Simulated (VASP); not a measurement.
# NaCl (P4/mmm) in VASP: a series of runs

The runs below take NaCl through relaxation of shape and atoms at fixed volume, with PBE.

Program: VASP 6.6.1. These are calculated values, not measurements. Logs are shortened: lines on timing, memory, paths and dates and some standing lists are left out, and cuts for length are marked.

## (1) The cell of the first run

The structure is tetragonal, space group P4/mmm (No. 123). Conventional cell: a = 3.891 Å, b = 3.891 Å, c = 6.362 Å, α = 90.00°, β = 90.00°, γ = 90.00°. Within 3.6 Å of Na (site symmetry 4/mmm) lie 4 Cl at 2.75 Å. Within 3.6 Å of Cl (site symmetry 4/mmm) lie 4 Na at 2.75 Å.

## (2) Relaxation of shape and atoms at fixed volume, PBE (volume scaled by 1.03)

INCAR reads:

```
SYSTEM = NaCl
PREC = Accurate ; ENCUT = 600
EDIFF = 1E-6 ; ISMEAR = 0
SIGMA = 0.02 ; LREAL = .False.
LASPH = .True. ; NELM = 100
ALGO = Normal ; ISIF = 4
LWAVE = .False. ; LCHARG = .False.
GGA = PE ; IBRION = 2
NSW = 50 ; EDIFFG = -0.01
```

KPOINTS reads:

```
Automatic mesh
0
Gamma
  6 6 4
  0 0 0
```

POSCAR reads:

```
NaCl
1.0
    3.8908109147      0.0000000000      0.0000000000
    0.0000000000      3.8908109147      0.0000000000
    0.0000000000      0.0000000000      6.3620309782
Na Cl
1 1
Direct
    0.5000000000      0.5000000000      0.5000000000
    0.0000000000      0.0000000000      0.5000000000
```

Potentials or basis: VASP PAW PBE potentials, release 64 (Na_pv, Cl).

Started as:

```
cat potpaw_PBE.64/Na_pv/POTCAR potpaw_PBE.64/Cl/POTCAR > POTCAR
mpirun -np 1 vasp_std > vasp.out
```

OUTCAR:

```text
SYSTEM = NaCl
   PREC = Accurate
   ENCUT = 600
   EDIFF = 1E-6
   ISMEAR = 0
   LREAL = .False.
   LASPH = .True.
   NELM = 100
   ISIF = 4
   GGA = PE
   IBRION = 2
   NSW = 50
   EDIFFG = -0.01

 ion  position               nearest neighbor table
   1  0.500  0.500  0.500-
   2  0.000  0.000  0.500-

  LATTYP: Found a simple tetragonal cell.
 ALAT       =     3.8908109147
 C/A-ratio  =     1.6351426779

  Lattice vectors:

 A1 = (   3.8908109147,   0.0000000000,   0.0000000000)
 A2 = (   0.0000000000,   3.8908109147,   0.0000000000)
 A3 = (   0.0000000000,   0.0000000000,   6.3620309782)

Analysis of symmetry for initial positions (statically):
=====================================================================
 Subroutine PRICEL returns:
 Original cell was already a primitive cell.

 Routine SETGRP: Setting up the symmetry group for a
 simple tetragonal supercell.

 Subroutine GETGRP returns: Found 16 space group operations
 (whereof 16 operations were pure point group operations)
 out of a pool of 16 trial point group operations.

The static configuration has the point symmetry D_4h.

Analysis of symmetry for dynamics (positions and initial velocities):
=====================================================================
 Subroutine PRICEL returns:
 Original cell was already a primitive cell.

 Routine SETGRP: Setting up the symmetry group for a
 simple tetragonal supercell.

 Subroutine GETGRP returns: Found 16 space group operations
 (whereof 16 operations were pure point group operations)
 out of a pool of 16 trial point group operations.

The dynamic configuration has the point symmetry D_4h.

 Subroutine INISYM returns: Found 16 space group operations
 (whereof 16 operations are pure point group operations),
 and found     1 'primitive' translations

----------------------------------------------------------------------------------------

                                     Primitive cell

  volume of cell :      96.3110

  direct lattice vectors                    reciprocal lattice vectors
     3.890810915  0.000000000  0.000000000     0.257015831  0.000000000  0.000000000
     0.000000000  3.890810915  0.000000000     0.000000000  0.257015831  0.000000000
     0.000000000  0.000000000  6.362030978     0.000000000  0.000000000  0.157182510

  length of vectors
     3.890810915  3.890810915  6.362030978     0.257015831  0.257015831  0.157182510

  position of ions in fractional coordinates (direct lattice)
     0.500000000  0.500000000  0.500000000
     0.000000000  0.000000000  0.500000000

  ion indices of the primitive-cell ions
   primitive index   ion index
                 1           1
                 2           2

----------------------------------------------------------------------------------------

 KPOINTS: Automatic mesh

Automatic generation of k-mesh.
 Grid dimensions read from file:
 generate k-points for:    6    6    4

 Generating k-lattice:

  Cartesian coordinates                     Fractional coordinates (reciprocal lattice)
     0.042835972  0.000000000  0.000000000     0.166666667  0.000000000  0.000000000
     0.000000000  0.042835972  0.000000000     0.000000000  0.166666667  0.000000000
     0.000000000  0.000000000  0.039295628     0.000000000  0.000000000  0.250000000

  Length of vectors
     0.042835972  0.042835972  0.039295628

  Shift w.r.t. Gamma in fractional coordinates (k-lattice)
     0.000000000  0.000000000  0.000000000

 Subroutine IBZKPT returns following result:
 ===========================================

 Found     30 irreducible k-points:

 Following reciprocal coordinates:
            Coordinates               Weight
  0.000000  0.000000  0.000000      1.000000
  0.166667  0.000000  0.000000      4.000000
  0.333333  0.000000  0.000000      4.000000
  0.500000  0.000000  0.000000      2.000000
  0.166667  0.166667  0.000000      4.000000
  0.333333  0.166667  0.000000      8.000000
[... 16 lines left out ...]
  0.333333  0.000000  0.500000      4.000000
  0.500000  0.000000  0.500000      2.000000
 [... further k-points ...]
   k-points           NKPTS =     30   k-points in BZ     NKDIM =     30   number of bands    NBANDS=     11
   number of dos      NEDOS =    301   number of ions     NIONS =      2
   total plane-waves  NPLWV =  55296
   dimension x,y,z NGX =    32 NGY =   32 NGZ =   54
   dimension x,y,z NGXF=    64 NGYF=   64 NGZF=  108
   ions per type =               1   1
   NGX,Y,Z   is equivalent  to a cutoff of  13.67, 13.67, 14.11 a.u.
   NGXF,Y,Z  is equivalent  to a cutoff of  27.35, 27.35, 28.22 a.u.
 SYSTEM =  NaCl
   PREC   = accura    normal or accurate (medium, high low for compatibility)
   ISTART =      0    job   : 0-new  1-cont  2-samecut
   ICHARG =      2    charge: 1-file 2-atom 10-const
   ISPIN  =      1    spin polarized calculation?
   LNONCOLLINEAR =      F non collinear calculations
   LSORBIT =      F    spin-orbit coupling
   LASPH  =      T    aspherical Exc in radial PAW
   ENCUT  =  600.0 eV  44.10 Ry    6.64 a.u.   7.77  7.77 12.71*2*pi/ulx,y,z
   NELM   =    100;   NELMIN=  2; NELMDL= -5     # of ELM steps
   EDIFF  = 0.1E-05   stopping-criterion for ELM
   LREAL  =      F    real-space projection
   EDIFFG = -.1E-01   stopping-criterion for IOM
   NSW    =     50    number of steps for IOM
   IBRION =      2    ionic relax: 0-MD 1-quasi-New 2-CG
   NFREE  =      1    steps in history (QN), initial steepest desc. (CG)
   ISIF   =      4    stress and relaxation
   ISYM   =      2    0-nonsym 1-usesym 2-fastsym
   POTIM  = 0.5000    time-step for ionic-motion
   TEBEG  =    0.0;   TEEND  =   0.0 temperature during run
   PSTRESS=    0.0 pullay stress
   NELECT =      14.0000    total number of electrons
   NUPDOWN=      -1.0000    fix difference up-down
   EMIN   =  10.00;   EMAX   =-10.00  energy-range for DOS
   EFERMI =   0.00;   METHOD = LEGACY
   ISMEAR =     0;   SIGMA  =   0.02  broadening in eV -4-tet -1-fermi 0-gaus
   EFERMI_NEDOS =   21; number of points for ismear=-14 and -15
   IALGO  =     38    algorithm
   IMIX   =      4    mixing-type and parameters
     AMIX     =   0.40;   BMIX     =  1.00
     AMIX_MAG =   1.60;   BMIX_MAG =  1.00
  volume/ion in A,a.u.               =      48.16       324.97
  Fermi-wavevector in a.u.,A,eV,Ry     =   0.860780  1.626638 10.081131  0.740942
  Thomas-Fermi vector in A             =   1.978336
   LORBIT       =      0    0 simple, 1 ext, 2 COOP (PROOUT), +10 PAW based schemes
   GGA     = PE    functional components
   LHFCALC =     F    Hartree Fock is set to
   AEXX    =    0.0000 exact exchange contribution
   IVDW    =     0    specifies the selected vdW correction
   LEPSILON=     F    determine dielectric tensor
   LRPA    =     F    only Hartree local field effects (RPA)
 conjugate gradient relaxation of ions
 non-spin polarized calculation
 Gauss-broadening in eV      SIGMA  =   0.02
  energy-cutoff  :      600.00
  volume of cell :       96.31
 maximum number of plane-waves:      3230
 NGX is ok and might be reduce to    32
   NGX = 15   NGY = 15   NGZ = 25

--------------------------------------- Ionic step        1  -------------------------------------------

 number of electron      14.0000002 magnetization

 Free energy of the ion-electron system (eV)
  ---------------------------------------------------
  ext. energy  EPLUGINS =         0.00000000
  ---------------------------------------------------
  free energy    TOTEN  =        -6.49306718 eV

  energy without entropy =       -6.49306718  energy(sigma->0) =       -6.49306718

------------------------ aborting loop because EDIFF is reached ----------------------------------------

  FORCE on cell =-STRESS in cart. coord.  units (eV):
  Direction    XX          YY          ZZ          XY          YZ          ZX
  --------------------------------------------------------------------------------------
  -------------------------------------------------------------------------------------
  Total       -0.2746496     -0.2746496      0.0123114      0.0000000     -0.0000000      0.0000000
  in kB       -4.5689202     -4.5689202      0.2048054      0.0000000     -0.0000000      0.0000000
  external PRESSURE =      -2.9776784 kB  Pullay stress =       0.0000000 kB
[... 93 lines left out ...]
  energy  without entropy=       -6.4960538770  energy(sigma->0) =       -6.49605388

--------------------------------------- Ionic step        4  -------------------------------------------

 number of electron      14.0000004 magnetization

 Free energy of the ion-electron system (eV)
  ---------------------------------------------------
  ext. energy  EPLUGINS =         0.00000000
  ---------------------------------------------------
  free energy    TOTEN  =        -6.49609728 eV

  energy without entropy =       -6.49609728  energy(sigma->0) =       -6.49609728

 E-fermi :  -3.6831     XC(G=0):  -4.9027

 val. band max:       -3.8303876337   @ k =   0.5000   0.5000   0.0000
 cond. band min:       0.7702917132   @ k =   0.0000   0.0000   0.0000
 fundamental gap:      4.6006793469
 Fermi energy:        -3.6830760773

 k-point     1 :       0.0000    0.0000    0.0000
  band No.  band energies     occupation
      1     -25.0294      2.00000
      2     -24.9413      2.00000
      3     -24.9413      2.00000
      4     -16.0956      2.00000
      5      -4.3106      2.00000
      6      -3.8887      2.00000
      7      -3.8887      2.00000
      8       0.7703      0.00000
      9       4.2589      0.00000
     10       4.6517      0.00000
     11       5.4847      0.00000
[... 309 lines left out ...]
 k-point    24 :       0.5000    0.0000    0.5000
  band No.  band energies     occupation
      1     -25.0279      2.00000
      2     -24.9652      2.00000
      3     -24.9385      2.00000
      4     -15.9070      2.00000
      5      -5.3139      2.00000
      6      -4.0817      2.00000
      7      -3.8417      2.00000
      8       3.0143      0.00000
      9       4.5090      0.00000
     10       4.7778      0.00000
     11       5.0133      0.00000

 [... further k-points ...]

------------------------ aborting loop because EDIFF is reached ----------------------------------------

  FORCE on cell =-STRESS in cart. coord.  units (eV):
  Direction    XX          YY          ZZ          XY          YZ          ZX
  --------------------------------------------------------------------------------------
  -------------------------------------------------------------------------------------
  Total       -0.0015450     -0.0015450      0.0008083      0.0000000      0.0000000      0.0000000
  in kB       -0.0257012     -0.0257012      0.0134462      0.0000000      0.0000000      0.0000000
  external PRESSURE =      -0.0126521 kB  Pullay stress =       0.0000000 kB
[... 17 lines left out ...]
  FREE ENERGIE OF THE ION-ELECTRON SYSTEM (eV)
  ---------------------------------------------------
  free  energy   TOTEN  =        -6.4960972783 eV

  energy  without entropy=       -6.4960972783  energy(sigma->0) =       -6.49609728

 reached required accuracy - stopping structural energy minimisation
```

It took 62 s on 1 thread of Oxide Virtual Turin-like, shared host; peak memory 0.2 GiB.

What came out:

```yaml
Free_energy: -6.4961 eV
Energy_gained_by_relaxing: 1.5 meV/atom
Ionic_steps: 4
Pressure_after_relaxing: 0.0 GPa
Band_gap_on_the_k_mesh: 4.60 eV, indirect (least direct gap 4.66 eV)
```

Step by step:
| step | energy change (eV) | largest force (eV/Å) | pressure (GPa) | volume (Å³) |
| --- | --- | --- | --- | --- |
| 1 | 0.0000 | 0.0000 | -0.30 | 96.31 |
| 2 | -0.0012 | 0.0000 | -0.25 | 96.31 |
| 3 | -0.0030 | 0.0000 | -0.04 | 96.31 |
| 4 | -0.0030 | 0.0000 | 0.00 | 96.31 |

Final structure:
```
Na Cl
1.0
     3.85048    0.00000    0.00000
     0.00000    3.85048    0.00000
     0.00000    0.00000    6.49600
Na Cl
1 1
Direct
  0.50000 0.50000 0.50000
  0.00000 0.00000 0.50000
```

Caveat: the cell differs from its parent crystal (volume scaled by 1.03). A k mesh can miss the band edges.

(Part 1 of 2 ends here.)
